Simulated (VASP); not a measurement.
Si2W, 3 atoms in the cell. Symmetry: I4/mmm, No. 139, tetragonal system. The conventional cell has a = 3.223 Å, b = 3.223 Å, c = 7.906 Å, α = 90.00°, β = 90.00°, γ = 90.00°. Si (site symmetry 4mm) has 9 Si at 2.63 to 3.22 Å and 5 W at 2.63 Å within 3.5 Å. W (site symmetry 4/mmm) has 10 Si at 2.63 Å and 4 W at 3.22 Å within 3.5 Å.  This cell differs from its parent crystal: volume scaled by 1.01.

| Property | Result |
| --- | --- |
| Program | VASP 6.6.1 |
| Task | electric field gradients |
| Functional | PBEsol |
| Potentials or basis | VASP PAW PBE potentials, release 64 (Si, W_sv) |
| Cutoff | 520 eV |
| k mesh | 18 × 18 × 18 |
| Occupations | fermi-dirac, width 0.03 eV |
| Spin | no spin polarisation |
| Dipole correction | no |
| Further INCAR settings | ALGO = Normal; EDIFF = 1e-08; NBANDS = 18 |

Potentials or basis: VASP PAW PBE potentials, release 64 (Si, W_sv).

Run with:

```bash
$ cat potpaw_PBE.64/Si/POTCAR potpaw_PBE.64/W_sv/POTCAR > POTCAR
$ mpirun -np 1 vasp_std > vasp.out
```

Hardware: 1 thread of Intel(R) Xeon(R) Platinum 8375C CPU @ 2.90GHz (Ice Lake), on a shared host.

**Question.** How long does it take, and how much memory?

**Answer.** Wall time 7.1 min on 1 thread of Intel(R) Xeon(R) Platinum 8375C CPU @ 2.90GHz (Ice Lake), with other jobs on the host, peak memory 0.47 GiB. Counts: scf iterations 15, k points 480.
